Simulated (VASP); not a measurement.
The system is RbCd.

```
Rb Cd
1.0
     4.74733    0.00000    0.00000
     0.00000    4.74733    0.00000
     0.00000    0.00000    4.74733
Rb Cd
1 1
Direct
  0.00000 0.00000 0.00000
  0.50000 0.50000 0.50000
```

```yaml
Program: VASP 6.6.1
Task: relaxation of cell and atoms
Functional: PBE
Potentials_or_basis: VASP PAW PBE potentials, release 64 (Rb_sv, Cd)
Cutoff: 600 eV
k_mesh: 12 × 12 × 12
Occupations: gaussian, width 0.1 eV
Spin: no spin polarisation
```

At the start: pressure -0.7 GPa; volume 53.50 Å³/atom.

Q: How do energy, volume and symmetry change on relaxing?

A: Over 3 steps the energy falls by 14.7 meV/atom and the volume is 47.05 Å³/atom (-12.0 %); space group Pm-3m (No. 221, to 0.1 Å) before and after.

The path:
```
step  energy change (eV)  largest force (eV/Å)  pressure (GPa)  volume (Å³)
   1              0.0000                0.0000           -0.65       106.99
   2             -0.0126                0.0000           -0.54       103.67
   3             -0.0293                0.0000            0.03        94.10
```

Final structure:
```
Rb Cd
1.0
     4.54850    0.00000    0.00000
     0.00000    4.54850    0.00000
     0.00000    0.00000    4.54850
Rb Cd
1 1
Direct
  0.00000 0.00000 0.00000
  0.50000 0.50000 0.50000
```
